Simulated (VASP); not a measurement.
# InPd (Pm-3m) in VASP: notebook, part 2 of 2

VASP 6.6.1. The steps go on from the part before.

### 3 Single point, PBEsol

The input, INCAR:

```
PREC = Accurate ; ENCUT = 520
EDIFF = 1E-7 ; ISMEAR = 0
SIGMA = 0.15 ; LREAL = False
LASPH = True ; NELM = 100
ALGO = Normal ; ISIF = 2
LWAVE = False ; LCHARG = False
GGA = PS ; NBANDS = 18
```

The input, KPOINTS:

```
Automatic mesh
0
Gamma
  14 14 14
```

The input, POSCAR:

```
InPd
1.0
    3.2466286217      0.0000000000      0.0000000000
    0.0000000000      3.2466286217      0.0000000000
    0.0000000000      0.0000000000      3.2466286217
In Pd
1 1
Direct
    0.0000000000      0.0000000000      0.0000000000
    0.5000000000      0.5000000000      0.5000000000
```

Potentials or basis: VASP PAW PBE potentials, release 64 (In_d, Pd).

The run is started by

```sh
$ cat potpaw_PBE.64/In_d/POTCAR potpaw_PBE.64/Pd/POTCAR > POTCAR
$ mpirun -np 1 vasp_std > vasp.out
```

OUTCAR:

```text
PREC = Accurate
   ENCUT = 520
   EDIFF = 1E-7
   ISMEAR = 0
   LREAL = False
   LASPH = True
   NELM = 100
   ISIF = 2
   GGA = PS

 ion  position               nearest neighbor table
   1  0.000  0.000  0.000-   2 2.81   2 2.81   2 2.81   2 2.81   2 2.81   2 2.81   2 2.81   2 2.81

   2  0.500  0.500  0.500-   1 2.81   1 2.81   1 2.81   1 2.81   1 2.81   1 2.81   1 2.81   1 2.81

  LATTYP: Found a simple cubic cell.
 ALAT       =     3.2466286217

  Lattice vectors:

 A1 = (   3.2466286217,   0.0000000000,   0.0000000000)
 A2 = (   0.0000000000,   3.2466286217,   0.0000000000)
 A3 = (   0.0000000000,   0.0000000000,   3.2466286217)

Analysis of symmetry for initial positions (statically):
=====================================================================
 Subroutine PRICEL returns:
 Original cell was already a primitive cell.

 Routine SETGRP: Setting up the symmetry group for a
 simple cubic supercell.

 Subroutine GETGRP returns: Found 48 space group operations
 (whereof 48 operations were pure point group operations)
 out of a pool of 48 trial point group operations.

The static configuration has the point symmetry O_h .

Analysis of symmetry for dynamics (positions and initial velocities):
=====================================================================
 Subroutine PRICEL returns:
 Original cell was already a primitive cell.

 Routine SETGRP: Setting up the symmetry group for a
 simple cubic supercell.

 Subroutine GETGRP returns: Found 48 space group operations
 (whereof 48 operations were pure point group operations)
 out of a pool of 48 trial point group operations.

The dynamic configuration has the point symmetry O_h .

 Subroutine INISYM returns: Found 48 space group operations
 (whereof 48 operations are pure point group operations),
 and found     1 'primitive' translations

[... 110 lines left out ...]
   EFERMI_NEDOS =   21; number of points for ismear=-14 and -15
   IALGO  =     38    algorithm
   IMIX   =      4    mixing-type and parameters
     AMIX     =   0.40;   BMIX     =  1.00
     AMIX_MAG =   1.60;   BMIX_MAG =  1.00
  volume/ion in A,a.u.               =      17.11       115.47
  Fermi-wavevector in a.u.,A,eV,Ry     =   1.434008  2.709882 27.978724  2.056378
  Thomas-Fermi vector in A             =   2.553463
   LORBIT       =      0    0 simple, 1 ext, 2 COOP (PROOUT), +10 PAW based schemes
   GGA     = PS    functional components
   LHFCALC =     F    Hartree Fock is set to
   AEXX    =    0.0000 exact exchange contribution
   IVDW    =     0    specifies the selected vdW correction
   LEPSILON=     F    determine dielectric tensor
   LRPA    =     F    only Hartree local field effects (RPA)
 non-spin polarized calculation
 Gauss-broadening in eV      SIGMA  =   0.15
  energy-cutoff  :      520.00
  volume of cell :       34.22
 maximum number of plane-waves:       942
   NGX = 13   NGY = 13   NGZ = 13

 number of electron      22.9999988 magnetization

 Free energy of the ion-electron system (eV)
  ---------------------------------------------------
  ext. energy  EPLUGINS =         0.00000000
  ---------------------------------------------------
  free energy    TOTEN  =       -10.00549698 eV

  energy without entropy =       -9.99801240  energy(sigma->0) =      -10.00175469

 E-fermi :  10.7348     XC(G=0): -12.5359

 val. band max:       10.7231128724   @ k =   0.2857   0.0714   0.0000
 cond. band min:      10.7855838344   @ k =   0.5000   0.5000   0.4286
 fundamental gap:      0.0624709620
 Fermi energy:        10.7347778303

 k-point     1 :       0.0000    0.0000    0.0000
  band No.  band energies     occupation
      1      -4.2490      2.00000
      2      -4.2490      2.00000
      3      -3.8065      2.00000
      4      -3.8065      2.00000
      5      -3.8065      2.00000
      6       0.3752      2.00000
[... 481 lines left out ...]
      5      -3.8439      2.00000
      6       2.9895      2.00000
[... 10 lines left out ...]
     17      23.7050      0.00000
     18      24.2020      0.00000

 [... further k-points ...]

------------------------ aborting loop because EDIFF is reached ----------------------------------------

  FORCE on cell =-STRESS in cart. coord.  units (eV):
  Direction    XX          YY          ZZ          XY          YZ          ZX
  --------------------------------------------------------------------------------------
  -------------------------------------------------------------------------------------
  Total        0.0352051      0.0352051      0.0352051     -0.0000000      0.0000000     -0.0000000
  in kB        1.6482302      1.6482302      1.6482302     -0.0000000      0.0000000     -0.0000000
  external PRESSURE =       1.6482302 kB  Pullay stress =       0.0000000 kB

 VOLUME and BASIS-vectors are now :
 -----------------------------------------------------------------------------
  energy-cutoff  :      520.00
  volume of cell :       34.22
      direct lattice vectors                 reciprocal lattice vectors
     3.246628622  0.000000000  0.000000000     0.308011823  0.000000000  0.000000000
     0.000000000  3.246628622  0.000000000     0.000000000  0.308011823  0.000000000
     0.000000000  0.000000000  3.246628622     0.000000000  0.000000000  0.308011823

 POSITION                                       TOTAL-FORCE (eV/Angst)
 -----------------------------------------------------------------------------------
      0.00000      0.00000      0.00000         0.000000      0.000000      0.000000
      1.62331      1.62331      1.62331         0.000000      0.000000      0.000000
 -----------------------------------------------------------------------------------
    total drift:                                0.000000      0.000000     -0.000000

  FREE ENERGIE OF THE ION-ELECTRON SYSTEM (eV)
  ---------------------------------------------------
  free  energy   TOTEN  =       -10.0054969754 eV

  energy  without entropy=       -9.9980123960  energy(sigma->0) =      -10.00175469
```

OSZICAR:

```text
N       E                     dE             d eps       ncg     rms          rms(c)
DAV:   1     0.165975947369E+03    0.16598E+03   -0.11093E+04  4450   0.168E+03
DAV:   2    -0.111658097231E+01   -0.16709E+03   -0.16021E+03  4394   0.365E+02
DAV:   3    -0.100994122600E+02   -0.89828E+01   -0.88703E+01  4868   0.899E+01
DAV:   4    -0.103005532504E+02   -0.20114E+00   -0.20100E+00  5198   0.120E+01
DAV:   5    -0.103099568372E+02   -0.94036E-02   -0.94032E-02  5846   0.252E+00    0.720E+00
DAV:   6    -0.100625789991E+02    0.24738E+00   -0.69354E-01  4706   0.102E+01    0.317E+00
DAV:   7    -0.100181383971E+02    0.44441E-01   -0.79046E-02  5664   0.517E+00    0.171E+00
DAV:   8    -0.100066611396E+02    0.11477E-01   -0.25929E-02  5346   0.158E+00    0.431E-01
DAV:   9    -0.100055174353E+02    0.11437E-02   -0.20923E-03  5586   0.735E-01    0.813E-02
DAV:  10    -0.100054974364E+02    0.19999E-04   -0.42287E-05  6310   0.906E-02    0.250E-02
DAV:  11    -0.100054966954E+02    0.74097E-06   -0.31741E-06  4648   0.167E-02    0.637E-03
DAV:  12    -0.100054969752E+02   -0.27983E-06   -0.39473E-07  5288   0.574E-03    0.134E-03
DAV:  13    -0.100054969754E+02   -0.17417E-09   -0.10319E-08  2396   0.115E-03
   1 F= -.10005497E+02 E0= -.10001755E+02  d E =-.748458E-02
```

Run time: 77 s. Hardware: 1 thread of AMD EPYC 7R13 (Zen 3), shared host; peak memory 0.17 GiB.

What came out:

```yaml
Free_energy: -10.0055 eV
Pressure: 0.2 GPa
```

Levels at points of the mesh, in eV from the Fermi level:
| k point | band 8 | band 9 | band 10 | band 11 | band 12 | band 13 | band 14 | band 15 | band 16 | band 17 |
| --- | --- | --- | --- | --- | --- | --- | --- | --- | --- | --- |
| (0.00, 0.00, 0.00) | -3.98 | -2.37 | -2.37 | -2.37 | 4.15 | 4.15 | 4.15 | 9.62 | 10.70 | 10.70 |
| (0.50, 0.00, 0.00) | -3.98 | -3.41 | -3.41 | -2.46 | -1.18 | 9.67 | 9.67 | 9.92 | 10.78 | 10.78 |
| (0.50, 0.50, 0.00) | -2.80 | -2.80 | -2.51 | -2.51 | -1.77 | 1.51 | 2.46 | 9.53 | 11.30 | 11.30 |
| (0.50, 0.50, 0.50) | -5.09 | -1.73 | -1.73 | -0.09 | 3.73 | 3.73 | 3.73 | 4.43 | 4.43 | 4.43 |

Caveat: the PAW data sets were made with another functional, which shifts forces and pressure a little; spin-orbit coupling is left out, which moves the levels of the heavy elements.

### 4 Relaxation of cell and atoms, PBEsol

This run uses another cell than the first one, of 17.51 Å³/atom, 1.024 times its volume.

The input, INCAR:

```
SYSTEM = InPd
ALGO = Normal ; EDIFF = 1E-6
EDIFFG = -0.005 ; ENCUT = 600
GGA = PS ; IBRION = 2
ISIF = 3 ; ISMEAR = 0
LASPH = .True. ; LCHARG = .False.
LREAL = .False. ; LWAVE = .False.
NELM = 60 ; NSW = 100
PREC = Accurate ; SIGMA = 0.1
```

The input, KPOINTS:

```
k-points
0
Gamma
  14 14 14
  0 0 0
```

The input, POSCAR:

```
InPd
1.0
    3.2718847800      0.0000000000      0.0000000000
    0.0000000000      3.2718847800      0.0000000000
    0.0000000000      0.0000000000      3.2718847800
In Pd
1 1
Direct
    0.0000000000      0.0000000000      0.0000000000
    0.5000000000      0.5000000000      0.5000000000
```

The run is started by

```sh
$ cat potpaw_PBE.64/In_d/POTCAR potpaw_PBE.64/Pd/POTCAR > POTCAR
$ mpirun -np 1 vasp_std > vasp.out
```

It took 6.5 min on 1 thread of AMD EPYC 7R13 (Zen 3), shared host; peak memory 0.2 GiB.

The run converged. Its results:

```
Free energy                            : -10.0043 eV
Relaxed volume                         : 17.13 Å³/atom
Relaxed cell                           : a = 3.248 Å, b = 3.248 Å, c = 3.248 Å, α = 90.00°, β = 90.00°, γ = 90.00°
Space group after relaxing (to 0.05 Å) : Pm-3m (No. 221)
Energy gained by relaxing              : 3.5 meV/atom
Ionic steps                            : 13
Pressure after relaxing                : 0.0 GPa
```

Step by step:
| step | energy change (eV) | largest force (eV/Å) | pressure (GPa) | volume (Å³) |
| --- | --- | --- | --- | --- |
| 1 | 0.0000 | 0.0000 | -2.80 | 35.03 |
| 2 | 0.0007 | 0.0000 | 3.33 | 33.50 |
| 3 | -0.0070 | 0.0000 | 0.09 | 34.26 |
| 4 | -0.0070 | 0.0000 | -0.10 | 34.29 |
| 5 | -0.0070 | 0.0000 | -0.10 | 34.28 |
| 6 | -0.0070 | 0.0000 | -0.09 | 34.28 |
| 7 | -0.0070 | 0.0000 | -0.07 | 34.28 |
| 8 | -0.0070 | 0.0000 | -0.07 | 34.28 |
| 9 | -0.0070 | 0.0000 | -0.07 | 34.28 |
| 10 | -0.0070 | 0.0000 | -0.07 | 34.28 |
| 11 | -0.0070 | 0.0000 | -0.06 | 34.28 |
| 12 | -0.0070 | 0.0000 | -0.05 | 34.27 |
| 13 | -0.0070 | 0.0000 | 0.01 | 34.26 |

Final structure:
```cif
data_structure
_symmetry_space_group_name_H-M 'P 1'
_symmetry_Int_Tables_number 1
_cell_length_a 3.2479
_cell_length_b 3.2479
_cell_length_c 3.2479
_cell_angle_alpha 90.000
_cell_angle_beta 90.000
_cell_angle_gamma 90.000
_cell_volume 34.26
loop_
_atom_site_label
_atom_site_type_symbol
_atom_site_fract_x
_atom_site_fract_y
_atom_site_fract_z
_atom_site_occupancy
In1 In 0.00000 0.00000 0.00000 1
Pd1 Pd 0.50000 0.50000 0.50000 1
```

Levels at points of the mesh, in eV from the Fermi level:
| k point | band 8 | band 9 | band 10 | band 11 | band 12 | band 13 | band 14 | band 15 |
| --- | --- | --- | --- | --- | --- | --- | --- | --- |
| (0.00, 0.00, 0.00) | -3.98 | -2.38 | -2.38 | -2.38 | 4.15 | 4.15 | 4.15 | 9.60 |
| (0.50, 0.00, 0.00) | -3.98 | -3.41 | -3.41 | -2.46 | -1.19 | 9.66 | 9.66 | 9.91 |
| (0.50, 0.50, 0.00) | -2.80 | -2.80 | -2.51 | -2.51 | -1.78 | 1.50 | 2.45 | 9.52 |
| (0.50, 0.50, 0.50) | -5.08 | -1.73 | -1.73 | -0.10 | 3.73 | 3.73 | 3.73 | 4.42 |

Caveat: the PAW data sets were made with another functional, which shifts forces and pressure a little; spin-orbit coupling is left out, which moves the levels of the heavy elements.

### 5 Overview

| task | cell | cutoff (eV) | smearing | gap on the mesh (eV) | pressure (GPa) |
| --- | --- | --- | --- | --- | --- |
| single point | a = 3.247 Å, 2 atoms | 520 | gaussian 0.1 eV | none | 0.2 |
| single point | a = 3.247 Å, 2 atoms | 520 | gaussian 0.15 eV | none | 0.2 |
| relaxation of cell and atoms | relaxed from a = 3.272 Å, 2 atoms | 600 | gaussian 0.1 eV | none | 0.0 |

Alike in all rows: level PBEsol; potentials or basis VASP PAW PBE potentials, release 64 (In_d, Pd); no spin polarisation; k mesh 14 × 14 × 14.

Caveats: the PAW data sets were made with another functional, which shifts forces and pressure a little; spin-orbit coupling is left out, which moves the levels of the heavy elements.

Absolute energies hang on the potentials; compare differences alone.
